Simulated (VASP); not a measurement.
Here is a VASP 6.6.1 calculation.

The input INCAR:

```
SYSTEM = C
PREC = Accurate
ENCUT = 520
EDIFF = 1E-8
ISMEAR = -1
SIGMA = 0.08
LREAL = .FALSE.
LASPH = .TRUE.
NELM = 60
ALGO = Normal
ISIF = 2
LWAVE = .FALSE.
LCHARG = .FALSE.
LEFG = .TRUE.
NBANDS = 11
```

KPOINTS

```
Automatic mesh
0
G
  20 20 20
  0 0 0
```

The input POSCAR:

```
C
1.0
    0.0000000000      1.7952109402      1.7952109402
    1.7952109402      0.0000000000      1.7952109402
    1.7952109402      1.7952109402      0.0000000000
C
2
Direct
    0.5000000000      0.5000000000      0.5000000000
    0.7500000000      0.7500000000      0.7500000000
```

Potentials or basis: VASP PAW LDA potentials, release 64 (C).

Command:

```bash
$ cat potpaw_LDA.64/C/POTCAR > POTCAR
$ mpirun -np 1 vasp_std > vasp.out
```

(1) Estimate the band gap on the k mesh.

(2) What does it give for the pressure?

Answers

(1) 4.05 eV, indirect (least direct gap 5.49 eV).

(2) -19.7 GPa.

Caveat: without QUAD_EFG the Cq values of the log hold for a quadrupole moment of 1 mb, not for the nuclei.
